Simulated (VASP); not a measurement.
# CdTe (F-43m) in VASP: a series of runs

Runs on CdTe. Level: PBE. Tasks: single point.

All numbers are computed with VASP 6.6.1; they aren't measurements. Logs are shortened: lines on timing, memory, paths and dates and some standing lists are left out, and cuts for length are marked.

### 1 The cell of the first run

Symmetry: F-43m, No. 216, cubic system. The conventional cell has a = 6.280 Å, b = 6.280 Å, c = 6.280 Å, α = 90.00°, β = 90.00°, γ = 90.00°. Cd (site symmetry -43m) has 4 Te at 2.72 Å within 3.6 Å. Within 3.6 Å of Te (site symmetry -43m) lie 4 Cd at 2.72 Å.

### 2 Single point, PBE (volume scaled by 0.9405)

Input file INCAR:

```
SYSTEM = CdTe
PREC = Accurate ; ENCUT = 520
EDIFF = 1E-6 ; ISMEAR = -1
SIGMA = 0.08 ; LREAL = .False.
LASPH = .True. ; NELM = 60
ALGO = Normal ; ISIF = 2
LWAVE = .False. ; LCHARG = .False.
GGA = PE ; NBANDS = 16
```

Input file KPOINTS:

```
Automatic mesh
0
Gamma
  9 9 9
  0 0 0
```

Input file POSCAR:

```
CdTe
1.0
    0.0000000000      3.1401300417      3.1401300417
    3.1401300417      0.0000000000      3.1401300417
    3.1401300417      3.1401300417      0.0000000000
Cd Te
1 1
Direct
    0.0000000000      0.0000000000      0.0000000000
    0.7500000000      0.7500000000      0.7500000000
```

Potentials or basis: VASP PAW PBE potentials, release 64 (Cd, Te).

Run with:

```sh
$ cat potpaw_PBE.64/Cd/POTCAR potpaw_PBE.64/Te/POTCAR > POTCAR
$ mpirun -np 1 vasp_std > vasp.out
```

OUTCAR:

```text
SYSTEM = CdTe
   PREC = Accurate
   ENCUT = 520
   EDIFF = 1E-6
   ISMEAR = -1
   LREAL = .False.
   LASPH = .True.
   NELM = 60
   ISIF = 2
   GGA = PE

 ion  position               nearest neighbor table
   1  0.000  0.000  0.000-   2 2.72   2 2.72   2 2.72   2 2.72
   2  0.750  0.750  0.750-   1 2.72   1 2.72   1 2.72   1 2.72

  LATTYP: Found a face centered cubic cell.
 ALAT       =     6.2802600834

  Lattice vectors:

 A1 = (   0.0000000000,   3.1401300417,   3.1401300417)
 A2 = (   3.1401300417,   0.0000000000,   3.1401300417)
 A3 = (   3.1401300417,   3.1401300417,   0.0000000000)

Analysis of symmetry for initial positions (statically):
=====================================================================
 Subroutine PRICEL returns:
 Original cell was already a primitive cell.

 Routine SETGRP: Setting up the symmetry group for a
 face centered cubic supercell.

 Subroutine GETGRP returns: Found 24 space group operations
 (whereof 24 operations were pure point group operations)
 out of a pool of 48 trial point group operations.

The static configuration has the point symmetry T_d .

Analysis of symmetry for dynamics (positions and initial velocities):
=====================================================================
 Subroutine PRICEL returns:
 Original cell was already a primitive cell.

 Routine SETGRP: Setting up the symmetry group for a
 face centered cubic supercell.

 Subroutine GETGRP returns: Found 24 space group operations
 (whereof 24 operations were pure point group operations)
 out of a pool of 48 trial point group operations.

The dynamic configuration has the point symmetry T_d .

 Subroutine INISYM returns: Found 24 space group operations
 (whereof 24 operations are pure point group operations),
 and found     1 'primitive' translations

----------------------------------------------------------------------------------------

                                     Primitive cell

  volume of cell :      61.9260

  direct lattice vectors                    reciprocal lattice vectors
     0.000000000  3.140130042  3.140130042    -0.159229074  0.159229074  0.159229074
     3.140130042  0.000000000  3.140130042     0.159229074 -0.159229074  0.159229074
     3.140130042  3.140130042  0.000000000     0.159229074  0.159229074 -0.159229074

  length of vectors
     4.440814493  4.440814493  4.440814493     0.275792847  0.275792847  0.275792847

  position of ions in fractional coordinates (direct lattice)
     0.000000000  0.000000000  0.000000000
     0.750000000  0.750000000  0.750000000

  ion indices of the primitive-cell ions
   primitive index   ion index
                 1           1
                 2           2

----------------------------------------------------------------------------------------

 KPOINTS: Automatic mesh

Automatic generation of k-mesh.
 Grid dimensions read from file:
 generate k-points for:    9    9    9

 Generating k-lattice:

  Cartesian coordinates                     Fractional coordinates (reciprocal lattice)
    -0.017692119  0.017692119  0.017692119     0.111111111  0.000000000  0.000000000
     0.017692119 -0.017692119  0.017692119     0.000000000  0.111111111  0.000000000
     0.017692119  0.017692119 -0.017692119     0.000000000  0.000000000  0.111111111

  Length of vectors
     0.030643650  0.030643650  0.030643650

  Shift w.r.t. Gamma in fractional coordinates (k-lattice)
     0.000000000  0.000000000  0.000000000

 Subroutine IBZKPT returns following result:
 ===========================================

 Found     35 irreducible k-points:

 Following reciprocal coordinates:
            Coordinates               Weight
  0.000000  0.000000  0.000000      1.000000
  0.111111  0.000000  0.000000      8.000000
  0.222222  0.000000  0.000000      8.000000
  0.333333  0.000000  0.000000      8.000000
  0.444444  0.000000  0.000000      8.000000
  0.111111  0.111111  0.000000      6.000000
[... 16 lines left out ...]
 -0.333333  0.333333  0.000000     12.000000
  0.444444  0.444444  0.000000      6.000000
 [... further k-points ...]
   k-points           NKPTS =     35   k-points in BZ     NKDIM =     35   number of bands    NBANDS=     16
   number of dos      NEDOS =    301   number of ions     NIONS =      2
   total plane-waves  NPLWV =  46656
   dimension x,y,z NGX =    36 NGY =   36 NGZ =   36
   dimension x,y,z NGXF=    72 NGYF=   72 NGZF=   72
   ions per type =               1   1
   NGX,Y,Z   is equivalent  to a cutoff of  13.48, 13.48, 13.48 a.u.
   NGXF,Y,Z  is equivalent  to a cutoff of  26.95, 26.95, 26.95 a.u.
 SYSTEM =  CdTe
   PREC   = accura    normal or accurate (medium, high low for compatibility)
   ISTART =      0    job   : 0-new  1-cont  2-samecut
   ICHARG =      2    charge: 1-file 2-atom 10-const
   ISPIN  =      1    spin polarized calculation?
   LNONCOLLINEAR =      F non collinear calculations
   LSORBIT =      F    spin-orbit coupling
   LASPH  =      T    aspherical Exc in radial PAW
   ENCUT  =  520.0 eV  38.22 Ry    6.18 a.u.   8.26  8.26  8.26*2*pi/ulx,y,z
   NELM   =     60;   NELMIN=  2; NELMDL= -5     # of ELM steps
   EDIFF  = 0.1E-05   stopping-criterion for ELM
   LREAL  =      F    real-space projection
   EDIFFG = 0.1E-04   stopping-criterion for IOM
   NSW    =      0    number of steps for IOM
   IBRION =     -1    ionic relax: 0-MD 1-quasi-New 2-CG
   NFREE  =      0    steps in history (QN), initial steepest desc. (CG)
   ISIF   =      2    stress and relaxation
   ISYM   =      2    0-nonsym 1-usesym 2-fastsym
   POTIM  = 0.5000    time-step for ionic-motion
   TEBEG  =    0.0;   TEEND  =   0.0 temperature during run
   PSTRESS=    0.0 pullay stress
   NELECT =      18.0000    total number of electrons
   NUPDOWN=      -1.0000    fix difference up-down
   EMIN   =  10.00;   EMAX   =-10.00  energy-range for DOS
   EFERMI =   0.00;   METHOD = LEGACY
   ISMEAR =    -1;   SIGMA  =   0.08  broadening in eV -4-tet -1-fermi 0-gaus
   EFERMI_NEDOS =   21; number of points for ismear=-14 and -15
   IALGO  =     38    algorithm
   IMIX   =      4    mixing-type and parameters
     AMIX     =   0.40;   BMIX     =  1.00
     AMIX_MAG =   1.60;   BMIX_MAG =  1.00
  volume/ion in A,a.u.               =      30.96       208.95
  Fermi-wavevector in a.u.,A,eV,Ry     =   1.084446  2.049306 16.000774  1.176024
  Thomas-Fermi vector in A             =   2.220536
   LORBIT       =      0    0 simple, 1 ext, 2 COOP (PROOUT), +10 PAW based schemes
   GGA     = PE    functional components
   LHFCALC =     F    Hartree Fock is set to
   AEXX    =    0.0000 exact exchange contribution
   IVDW    =     0    specifies the selected vdW correction
   LEPSILON=     F    determine dielectric tensor
   LRPA    =     F    only Hartree local field effects (RPA)
 non-spin polarized calculation
  energy-cutoff  :      520.00
  volume of cell :       61.93
 maximum number of plane-waves:      1691
 NGX is ok and might be reduce to    36
   NGX = 17   NGY = 17   NGZ = 17

 number of electron      18.0000003 magnetization

 Free energy of the ion-electron system (eV)
  ---------------------------------------------------
  ext. energy  EPLUGINS =         0.00000000
  ---------------------------------------------------
  free energy    TOTEN  =        -4.57532638 eV

  energy without entropy =       -4.57531361  energy(sigma->0) =       -4.57532000

 E-fermi :   3.8755     XC(G=0):  -9.0116

 val. band max:        3.2616568440   @ k =   0.0000   0.0000   0.0000
 cond. band min:       4.3274584148   @ k =   0.0000   0.0000   0.0000
 fundamental gap:      1.0658015708
 Fermi energy:         3.8755225925

 k-point     1 :       0.0000    0.0000    0.0000
  band No.  band energies     occupation
      1      -8.5029      2.00000
      2      -5.4019      2.00000
      3      -5.4019      2.00000
      4      -5.4019      2.00000
      5      -5.0644      2.00000
      6      -5.0644      2.00000
[... 8 lines left out ...]
     15      12.7802      0.00000
     16      12.7802      0.00000

 k-point     2 :       0.1111    0.0000    0.0000
  band No.  band energies     occupation
      1      -8.4455      2.00000
      2      -5.3904      2.00000
      3      -5.3904      2.00000
      4      -5.3634      2.00000
      5      -5.0656      2.00000
      6      -5.0656      2.00000
[... 8 lines left out ...]
     15      12.0395      0.00000
     16      12.0395      0.00000

 k-point     3 :       0.2222    0.0000    0.0000
  band No.  band energies     occupation
      1      -8.2992      2.00000
      2      -5.3629      2.00000
      3      -5.3629      2.00000
      4      -5.2292      2.00000
      5      -5.0662      2.00000
      6      -5.0662      2.00000
[... 8 lines left out ...]
     15      11.7015      0.00000
     16      11.7015      0.00000

 k-point     4 :       0.3333    0.0000    0.0000
  band No.  band energies     occupation
      1      -8.1330      2.00000
      2      -5.3361      2.00000
      3      -5.3361      2.00000
      4      -5.0614      2.00000
      5      -5.0614      2.00000
      6      -4.9728      2.00000
[... 8 lines left out ...]
     15      12.2468      0.00000
     16      12.2468      0.00000

 k-point     5 :       0.4444    0.0000    0.0000
  band No.  band energies     occupation
      1      -8.0266      2.00000
      2      -5.3219      2.00000
      3      -5.3219      2.00000
      4      -5.0542      2.00000
      5      -5.0542      2.00000
      6      -4.6836      2.00000
[... 8 lines left out ...]
     15      13.4130      0.00000
     16      13.4130      0.00000

 k-point     6 :       0.1111    0.1111    0.0000
  band No.  band energies     occupation
      1      -8.4265      2.00000
      2      -5.3795      2.00000
      3      -5.3795      2.00000
      4      -5.3651      2.00000
      5      -5.0719      2.00000
      6      -5.0599      2.00000
[... 8 lines left out ...]
     15      11.8381      0.00000
     16      12.8868      0.00000

 k-point     7 :       0.2222    0.1111    0.0000
  band No.  band energies     occupation
      1      -8.3100      2.00000
      2      -5.3602      2.00000
      3      -5.3511      2.00000
      4      -5.2693      2.00000
      5      -5.0738      2.00000
      6      -5.0562      2.00000
[... 8 lines left out ...]
     15      12.5678      0.00000
     16      12.5954      0.00000

 k-point     8 :       0.3333    0.1111    0.0000
  band No.  band energies     occupation
      1      -8.1508      2.00000
      2      -5.3359      2.00000
      3      -5.3220      2.00000
      4      -5.1139      2.00000
      5      -5.0520      2.00000
      6      -5.0069      2.00000
[... 8 lines left out ...]
     15      12.3775      0.00000
     16      12.8494      0.00000

 k-point     9 :       0.4444    0.1111    0.0000
  band No.  band energies     occupation
      1      -8.0258      2.00000
      2      -5.3178      2.00000
      3      -5.3060      2.00000
      4      -5.0787      2.00000
      5      -5.0496      2.00000
      6      -4.7273      2.00000
[... 8 lines left out ...]
     15      13.0857      0.00000
     16      13.7834      0.00000
[... 172 lines left out ...]
 k-point    19 :      -0.2222    0.2222    0.0000
  band No.  band energies     occupation
      1      -8.0750      2.00000
      2      -5.3157      2.00000
      3      -5.3068      2.00000
      4      -5.0820      2.00000
      5      -5.0788      2.00000
      6      -4.8800      2.00000
[... 8 lines left out ...]
     15      13.3743      0.00000
     16      14.2115      0.00000

 k-point    20 :       0.3333    0.3333    0.0000
  band No.  band energies     occupation
      1      -8.0162      2.00000
      2      -5.2455      2.00000
      3      -5.2455      2.00000
      4      -5.2031      2.00000
      5      -5.0352      2.00000
      6      -4.8557      2.00000
[... 8 lines left out ...]
     15      13.6761      0.00000
     16      15.7484      0.00000

 k-point    21 :       0.4444    0.3333    0.0000
  band No.  band energies     occupation
      1      -7.9303      2.00000
      2      -5.2436      2.00000
      3      -5.2208      2.00000
      4      -5.1762      2.00000
      5      -5.0333      2.00000
      6      -4.6401      2.00000
[... 8 lines left out ...]
     15      14.2410      0.00000
     16      15.4444      0.00000

 k-point    22 :      -0.4444    0.3333    0.0000
  band No.  band energies     occupation
      1      -7.8866      2.00000
      2      -5.2582      2.00000
      3      -5.2197      2.00000
      4      -5.1378      2.00000
      5      -5.0434      2.00000
      6      -4.4358      2.00000
[... 8 lines left out ...]
     15      13.5665      0.00000
     16      15.6078      0.00000

 k-point    23 :      -0.3333    0.3333    0.0000
  band No.  band energies     occupation
      1      -7.9022      2.00000
      2      -5.2743      2.00000
      3      -5.2429      2.00000
      4      -5.1032      2.00000
      5      -5.0599      2.00000
      6      -4.4344      2.00000
[... 8 lines left out ...]
     15      12.3863      0.00000
     16      15.7783      0.00000

 k-point    24 :       0.4444    0.4444    0.0000
  band No.  band energies     occupation
      1      -7.8815      2.00000
      2      -5.2163      2.00000
      3      -5.1931      2.00000
      4      -5.1931      2.00000
      5      -5.0265      2.00000
      6      -4.5208      2.00000
[... 8 lines left out ...]
     15      14.1387      0.00000
     16      15.5399      0.00000

 [... further k-points ...]
[... 5 lines left out ...]
  --------------------------------------------------------------------------------------
  -------------------------------------------------------------------------------------
  Total        3.1851680      3.1851680      3.1851680      0.0000000     -0.0000000      0.0000000
  in kB       82.4081249     82.4081249     82.4081249      0.0000000     -0.0000000      0.0000000
  external PRESSURE =      82.4081249 kB  Pullay stress =       0.0000000 kB

 VOLUME and BASIS-vectors are now :
 -----------------------------------------------------------------------------
  energy-cutoff  :      520.00
  volume of cell :       61.93
      direct lattice vectors                 reciprocal lattice vectors
     0.000000000  3.140130042  3.140130042    -0.159229074  0.159229074  0.159229074
     3.140130042  0.000000000  3.140130042     0.159229074 -0.159229074  0.159229074
     3.140130042  3.140130042  0.000000000     0.159229074  0.159229074 -0.159229074

 POSITION                                       TOTAL-FORCE (eV/Angst)
 -----------------------------------------------------------------------------------
      0.00000      0.00000      0.00000        -0.000000     -0.000000     -0.000000
      4.71020      4.71020      4.71020         0.000000      0.000000      0.000000
 -----------------------------------------------------------------------------------
    total drift:                                0.000000      0.000000      0.000000

  FREE ENERGIE OF THE ION-ELECTRON SYSTEM (eV)
  ---------------------------------------------------
  free  energy   TOTEN  =        -4.5753263842 eV

  energy  without entropy=       -4.5753136089  energy(sigma->0) =       -4.57532000
```

It took 25 s on 1 thread of Intel Xeon 6975P-C (Granite Rapids), shared host; peak memory 0.21 GiB.

What came out:

* Free energy: -4.5753 eV
* Pressure: 8.2 GPa
* Band gap on the k mesh: 1.07 eV, direct

Caveat: spin-orbit coupling is left out, which moves the levels of the heavy elements.

### 3 Single point, PBE (volume scaled by 1.02)

Input file INCAR:

```
SYSTEM = CdTe
  PREC = Accurate
  ENCUT = 520
  EDIFF = 1E-6
  ISMEAR = -1
  SIGMA = 0.08
  LREAL = .False.
  LASPH = .True.
  NELM = 100
  ALGO = Normal
  ISIF = 2
  LWAVE = .False.
  LCHARG = .False.
  GGA = PE
  NBANDS = 16
```

KPOINTS is that of step 2.

Input file POSCAR:

```
CdTe
1.0
    0.0000000000      3.2262257841      3.2262257841
    3.2262257841      0.0000000000      3.2262257841
    3.2262257841      3.2262257841      0.0000000000
Cd Te
1 1
Direct
    0.0000000000      0.0000000000      0.0000000000
    0.7500000000      0.7500000000      0.7500000000
```

Potentials or basis: VASP PAW PBE potentials, release 64 (Cd, Te).

Run with:

```sh
$ cat potpaw_PBE.64/Cd/POTCAR potpaw_PBE.64/Te/POTCAR > POTCAR
$ mpirun -np 1 vasp_std > vasp.out
```

Run time: 24 s. Hardware: 1 thread of Intel Xeon 6975P-C (Granite Rapids), shared host; peak memory 0.21 GiB.

The run converged. Its results:

```
Free energy            : -4.7590 eV
Pressure               : 3.4 GPa
Band gap on the k mesh : 0.81 eV, direct
```

Levels at points of the mesh, in eV from the valence-band top:
| k point | band 5 | band 6 | band 7 | band 8 | band 9 | band 10 | band 11 | band 12 | band 13 | band 14 |
| --- | --- | --- | --- | --- | --- | --- | --- | --- | --- | --- |
| (0.00, 0.00, 0.00) | -8.06 | -8.06 | 0.00 | 0.00 | 0.00 | 0.81 | 4.59 | 4.59 | 4.59 | 7.48 |

Caveat: spin-orbit coupling is left out, which moves the levels of the heavy elements.

### 4 Single point, PBE (volume scaled by 1.06)

Input file INCAR:

```
ALGO = Normal
EDIFF = 1E-7
ENCUT = 520
GGA = PE
ISIF = 2
ISMEAR = -1
LASPH = True
LCHARG = False
LREAL = False
LWAVE = False
NBANDS = 16
NELM = 60
PREC = Accurate
SIGMA = 0.08
```

Input file KPOINTS:

```
k-points
0
Gamma
  9 9 9
```

Input file POSCAR:

```
CdTe
1.0
    0.0000000000      3.2678590959      3.2678590959
    3.2678590959      0.0000000000      3.2678590959
    3.2678590959      3.2678590959      0.0000000000
Cd Te
1 1
Direct
    0.0000000000      0.0000000000      0.0000000000
    0.7500000000      0.7500000000      0.7500000000
```

Run with:

```sh
$ cat potpaw_PBE.64/Cd/POTCAR potpaw_PBE.64/Te/POTCAR > POTCAR
$ mpirun -np 1 vasp_std > vasp.out
```

It took 24 s on 1 thread of Intel Xeon 6975P-C (Granite Rapids), shared host; peak memory 0.21 GiB.

The run converged. Its results:

```
Free energy            : -4.7990 eV
Pressure               : 1.6 GPa
Band gap on the k mesh : 0.69 eV, direct
```

Levels at points of the mesh, in eV from the valence-band top:
```tsv
k point	band 6	band 7	band 8	band 9	band 10	band 11	band 12	band 13
(0.00, 0.00, 0.00)	-7.96	0.00	0.00	0.00	0.70	4.62	4.62	4.62
```

Caveat: spin-orbit coupling is left out, which moves the levels of the heavy elements.

### 5 Overview

```tsv
cell	gap on the mesh (eV)	pressure (GPa)
a = 4.441 Å, angles 60.0°, 2 atoms	1.07	8.2
a = 4.563 Å, angles 60.0°, 2 atoms	0.81	3.4
a = 4.621 Å, angles 60.0°, 2 atoms	0.69	1.6
```

Alike in all rows: task single point; level PBE; potentials or basis VASP PAW PBE potentials, release 64 (Cd, Te); no spin polarisation; k mesh 9 × 9 × 9; cutoff (eV) 520; smearing fermi-dirac 0.08 eV.

Caveats: spin-orbit coupling is left out, which moves the levels of the heavy elements.

Total energies depend on the potentials used, so only differences within one code and one set of settings carry meaning.
